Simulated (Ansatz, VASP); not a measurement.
**Mg in VASP and in Ansatz**

```xyz
2
Lattice="3.1939 0.0000 0.0000 -1.5969 2.7660 0.0000 0.0000 0.0000 5.1044" Properties=species:S:1:pos:R:3 pbc="T T T"
Mg    0.0000    1.8440    1.2761
Mg    1.5969    0.9220    3.8283
```

Alike in both runs: task single point; functional r2SCAN; k mesh 15 × 15 × 8; occupations gaussian, width 0.1 eV; no spin polarisation.

```csv
,VASP,Ansatz
version,VASP 6.6.1,Ansatz 0.2.0
potentials or method,"VASP PAW PBE potentials, release 64 (Mg), cutoff 520 eV","scalar-relativistic, plane waves, PAW"
valence electrons in the cell,4,20
```

|  | VASP | Ansatz | Ansatz less VASP |
| --- | --- | --- | --- |
| gap on the k mesh at the Fermi level (eV) | none | none | - |
| pressure (GPa) | -0.3 | 0.0 | +0.28 |

VASP's potentials were made for PBE, not for r2SCAN. A gap of «none» marks a metal or a gap that the smearing closes. VASP's potentials hold 4 valence electrons a cell and Ansatz's 20, so a difference there can come from the potentials and not from the codes.
